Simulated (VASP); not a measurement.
A run of VASP 6.6.1 is set up as follows.

Contents of POSCAR:

```
AlN
1.0
    3.0753108682      0.0000000000      0.0000000000
   -1.5376554341      2.6632973364      0.0000000000
    0.0000000000      0.0000000000      4.9282993092
Al N
2 2
Direct
    0.3333333333      0.6666666667     -0.0032954729
    0.6666666667      0.3333333333      0.4967045271
    0.3333333333      0.6666666667      0.3782954729
    0.6666666667      0.3333333333      0.8782954729
```

Contents of INCAR.step1:

```
  PREC = Accurate
  ENCUT = 520
  ISMEAR = 0
  SIGMA = 0.01
  LREAL = F
  LASPH = T
  NELM = 60
  NBANDS = 16
  GGA = PE
  ALGO = Normal
  EDIFF = 1E-4
  LWAVE = T
  LCHARG = F
```

Contents of INCAR.step2:

```
  PREC = Accurate
  ENCUT = 520
  EDIFF = 1E-6
  ISMEAR = 0
  SIGMA = 0.01
  LREAL = F
  LASPH = T
  NELM = 60
  ALGO = Normal
  ISIF = 2
  LWAVE = F
  LCHARG = F
  METAGGA = R2SCAN
  LMIXTAU = T
  NBANDS = 16
  ISTART = 1
```

The input KPOINTS:

```
Automatic mesh
0
Gamma
  9 9 4
```

Potentials or basis: VASP PAW PBE potentials, release 64 (Al, N).

Command:

```bash
$ cat potpaw_PBE.64/Al/POTCAR potpaw_PBE.64/N/POTCAR > POTCAR
$ cp INCAR.step1 INCAR
$ mpirun -np 1 vasp_std > vasp.out
$ cp INCAR.step2 INCAR
$ mpirun -np 1 vasp_std > vasp.out
```

Problem. Estimate the pressure.

Solution. 6.4 GPa.

Problem. Estimate the band gap on the k mesh.

Solution. 5.21 eV, direct.

Stress tensor (GPa, compression positive):
```
6.59 0.00 0.00
0.00 6.59 0.00
0.00 0.00 6.13
```

Caveat: the PAW data sets were made with another functional, which shifts forces and pressure a little.
